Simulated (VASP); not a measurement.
Here is a VASP 6.6.1 calculation.

INCAR

```
SYSTEM = K2LiAlF6
  PREC = Accurate
  ENCUT = 520
  EDIFF = 1E-6
  ISMEAR = 0
  SIGMA = 0.02
  LREAL = .FALSE.
  LASPH = .TRUE.
  NELM = 100
  ALGO = Normal
  ISIF = 2
  LWAVE = .FALSE.
  LCHARG = .FALSE.
  GGA = CA
  NBANDS = 44
```

KPOINTS

```
regular mesh
0
G
  6 6 6
  0 0 0
```

POSCAR

```
K2LiAlF6
1.0
    0.0000000000      3.8195885690      3.8195885690
    3.8195885690      0.0000000000      3.8195885690
    3.8195885690      3.8195885690      0.0000000000
K Li Al F
2 1 1 6
Direct
    0.2500000000      0.2500000000      0.2500000000
    0.7500000000      0.7500000000      0.7500000000
    0.5000000000      0.5000000000      0.5000000000
    0.0000000000      0.0000000000      0.0000000000
    0.7640051587      0.2359948413      0.2359948413
    0.2359948413      0.7640051587      0.2359948413
    0.2359948413      0.7640051587      0.7640051587
    0.7640051587      0.2359948413      0.7640051587
    0.2359948413      0.2359948413      0.7640051587
    0.7640051587      0.7640051587      0.2359948413
```

Potentials or basis: VASP PAW LDA potentials, release 64 (K_sv, Li_sv, Al, F).

Command:

```console
$ cat potpaw_LDA.64/K_sv/POTCAR potpaw_LDA.64/Li_sv/POTCAR potpaw_LDA.64/Al/POTCAR potpaw_LDA.64/F/POTCAR > POTCAR
$ mpirun -np 1 vasp_std > vasp.out
```

Predict the largest force.

0.071 eV/Å.

What does it give for the band gap on the k mesh?

8.11 eV, direct.

Forces in eV/Å, atoms in the order of the input:
```
K    0.000  0.000  0.000
K    0.000  0.000  0.000
Li   0.000  0.000  0.000
Al   0.000  0.000  0.000
F    0.071  0.000  0.000
F    0.000  0.071  0.000
F   -0.071  0.000  0.000
F    0.000 -0.071  0.000
F    0.000  0.000  0.071
F    0.000  0.000 -0.071
```

 A hybrid or GW would open this gap; LDA tends to underestimate it.
